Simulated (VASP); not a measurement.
Write the native input for VASP 6.6.1 that does the following.

| Property | Result |
| --- | --- |
| Task | single point |
| Functional | PBEsol |
| Potentials or basis | VASP PAW PBE potentials, release 64 (Ca_sv, O) |
| Cutoff | 520 eV |
| k mesh | 10 × 10 × 10 |
| Occupations | fermi-dirac, width 0.05 eV |
| Spin | no spin polarisation |
| Dipole correction | no |
| Further INCAR settings | ALGO = Normal; EDIFF = 1e-06; NBANDS = 15 |

The structure of CaO lies in POSCAR:

```
CaO
1.0
    0.0000000000      2.4351850560      2.4351850560
    2.4351850560      0.0000000000      2.4351850560
    2.4351850560      2.4351850560      0.0000000000
Ca O
1 1
Direct
    0.0000000000      0.0000000000      0.0000000000
    0.5000000000      0.5000000000      0.5000000000
```

The input as run:

INCAR

```
PREC = Accurate ; ENCUT = 520
EDIFF = 1E-6 ; ISMEAR = -1
SIGMA = 0.05 ; LREAL = F
LASPH = T ; NELM = 100
ALGO = Normal ; ISIF = 2
LWAVE = F ; LCHARG = F
GGA = PS ; NBANDS = 15
```

KPOINTS

```
regular mesh
0
Gamma
  10 10 10
```

Potentials or basis: VASP PAW PBE potentials, release 64 (Ca_sv, O).

Command:

```console
$ cat potpaw_PBE.64/Ca_sv/POTCAR potpaw_PBE.64/O/POTCAR > POTCAR
$ mpirun -np 1 vasp_std > vasp.out
```

It gave:

```yaml
Pressure: -6.0 GPa
Band_gap_on_the_k_mesh: 3.55 eV, indirect (least direct gap 3.93 eV)
```

Caveat: the PAW data sets were made with another functional, which shifts forces and pressure a little.

Run time: 21 s on 1 thread of AMD EPYC 7R43 64-Core Processor (Zen 3) (shared host), peak memory 0.13 GiB.
